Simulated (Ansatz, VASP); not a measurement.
## Two plane-wave programs on Y3LuO2

The input INCAR:

```
SYSTEM = Y3LuO2
  ALGO = Normal
  EDIFF = 1E-7
  ENCUT = 520
  GGA = PE
  ISIF = 2
  ISMEAR = 0
  LASPH = .True.
  LCHARG = .False.
  LREAL = .False.
  LWAVE = .False.
  NBANDS = 44
  NELM = 60
  PREC = Accurate
  SIGMA = 0.1
```

The input KPOINTS:

```
k-points
0
Gamma
  6 6 2
  0 0 0
```

The input POSCAR:

```
Y3LuO2
1.0
    3.5567468100      0.0000000000      0.0000000000
    0.0000000000      3.5567468100      0.0000000000
    0.0000000000      0.0000000000      7.7409672300
Y Lu O
3 1 2
Direct
    0.5000000000      0.0000000000      0.9983087800
    0.0000000000      0.5000000000      0.9983087800
    0.0000000000      0.0000000000      0.3792572600
    0.5000000000      0.5000000000      0.6236239100
    0.5000000000      0.5000000000      0.2665635600
    0.0000000000      0.0000000000      0.7339377400
```

Input for Ansatz:

```yaml
crystal:
  lattice:
    - [3.55674681, 0.0, 0.0]
    - [0.0, 3.55674681, 0.0]
    - [0.0, 0.0, 7.74096723]
  atoms:
    - { symbol: "Y", position: [0.5, 0.0, 0.99830878] }
    - { symbol: "Y", position: [0.0, 0.5, 0.99830878] }
    - { symbol: "Y", position: [0.0, 0.0, 0.37925726] }
    - { symbol: Lu, position: [0.5, 0.5, 0.62362391] }
    - { symbol: O, position: [0.5, 0.5, 0.26656356] }
    - { symbol: O, position: [0.0, 0.0, 0.73393774] }
basis:
  ecutwfc: 420
kpoints:
  mp_grid: { grid: [6, 6, 2] }
hamiltonian:
  xc: pbe
scf:
  occupations: { method: gaussian, width: 0.1 }
  lower_state_search: "off"
output:
  forces: true
  stress: true
  eigenvalues: true
```

Change from the starting cell: species swapped into the Zr2P3S type (P4mm, No. 99).

Alike in both runs: task single point; functional PBE; k mesh 6 × 6 × 2; occupations gaussian, width 0.1 eV; no spin polarisation.

|  | VASP | Ansatz |
| --- | --- | --- |
| version | VASP 6.6.1 | Ansatz 0.2.0 |
| potentials or method | VASP PAW PBE potentials, release 64 (Y_sv, Lu, O), cutoff 520 eV | scalar-relativistic, plane waves, PAW |
| valence electrons in the cell | 70 | 70 |

```csv
,VASP,Ansatz,Ansatz less VASP
gap on the k mesh at the Fermi level (eV),none,none,-
pressure (GPa),15.1,15.0,-0.09
"traceless stress, the component that is largest in VASP (GPa)",-13.25,-13.17,+0.081
rms of the force components (eV/Å),0.519,0.518,-0.0011
```

Atom by atom the forces differ by 0.003 eV/Å (rms over components). A gap of «none» marks a metal or a gap that the smearing closes. With one functional, cell and mesh, what is left measures potentials, basis and numerics.

The k mesh is coarse, so the values compare programs but aren't converged. Spin-orbit coupling is off throughout.
